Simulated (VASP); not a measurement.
Crystal: BaSr.

```
Ba Sr
1.0
     4.27835    0.00000    0.00000
    -1.33653    4.06423    0.00000
     0.00000    0.00000    6.92083
Ba Sr
1 1
Direct
  0.00000 0.00000 0.00000
  0.50000 0.50000 0.50000
```

* Program: VASP 6.6.1
* Task: relaxation of cell and atoms
* Functional: PBEsol
* Potentials or basis: VASP PAW PBE potentials, release 64 (Ba_sv, Sr_sv)
* Cutoff: 600 eV
* k mesh: 5 × 5 × 3
* Occupations: methfessel-paxton, width 0.1 eV
* Spin: no spin polarisation

At the start: pressure -0.8 GPa; volume 60.17 Å³/atom.

Where does the relaxation end?

Over 3 steps the energy falls by 13.1 meV/atom and the volume is 55.88 Å³/atom (-7.1 %); space group Cmmm (No. 65, to 0.1 Å) before and after.

The path:
| step | energy change (eV) | largest force (eV/Å) | pressure (GPa) | volume (Å³) |
| --- | --- | --- | --- | --- |
| 1 | 0.0000 | 0.0000 | -0.81 | 120.34 |
| 2 | -0.0213 | 0.0000 | -0.37 | 115.13 |
| 3 | -0.0262 | 0.0000 | -0.03 | 111.76 |

Final structure:
```
CELL_PARAMETERS angstrom
4.19903 -0.02372 0.00000
-1.33428 3.98147 0.00000
0.00000 0.00000 6.69768
ATOMIC_POSITIONS crystal
Ba 0.00000 0.00000 0.00000
Sr 0.50000 0.50000 0.50000
```

Caveat: the PAW data sets were made with another functional, which shifts forces and pressure a little.
